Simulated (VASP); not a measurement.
Here is a VASP 6.6.1 calculation.

File INCAR:

```
SYSTEM = Ga4P
ALGO = Normal ; EDIFF = 1E-7
EDIFFG = -0.01 ; ENCUT = 600
GGA = PE ; IBRION = 2
ISIF = 3 ; ISMEAR = 0
LASPH = .True. ; LCHARG = .False.
LREAL = .False. ; LWAVE = .False.
NELM = 80 ; NSW = 100
PREC = Accurate ; SIGMA = 0.1
```

File KPOINTS:

```
k-points
0
Gamma
  8 8 8
  0 0 0
```

Contents of POSCAR:

```
Ga4P
1.0
    4.7040588186      0.0000000000      0.0000000000
    0.0000000000      4.7040588186      0.0000000000
    0.0000000000      0.0000000000      4.7040588186
Ga P
4 1
Direct
    0.2983627816      0.2983627816      0.2983627816
    0.7016372184      0.7016372184      0.2983627816
    0.2983627816      0.7016372184      0.7016372184
    0.7016372184      0.2983627816      0.7016372184
    0.0000000000      0.0000000000      0.0000000000
```

Potentials or basis: VASP PAW PBE potentials, release 64 (Ga_d, P).

Command:

```bash
$ cat potpaw_PBE.64/Ga_d/POTCAR potpaw_PBE.64/P/POTCAR > POTCAR
$ mpirun -np 1 vasp_std > vasp.out
```

Question: Estimate the relaxed volume.

Answer: 21.01 Å³/atom.

Question: Predict the relaxed cell.

Answer: a = 4.718 Å, b = 4.718 Å, c = 4.718 Å, α = 90.00°, β = 90.00°, γ = 90.00°.

Question: Predict the space group after relaxing (to 0.05 Å).

Answer: P-43m (No. 215).

Final structure:
```
Ga P
1.0
     4.71842    0.00000    0.00000
     0.00000    4.71842    0.00000
     0.00000    0.00000    4.71842
Ga P
4 1
Cartesian
  1.4017 1.4017 1.4017
  3.3168 3.3168 1.4017
  1.4017 3.3168 3.3168
  3.3168 1.4017 3.3168
  0.0000 0.0000 0.0000
```
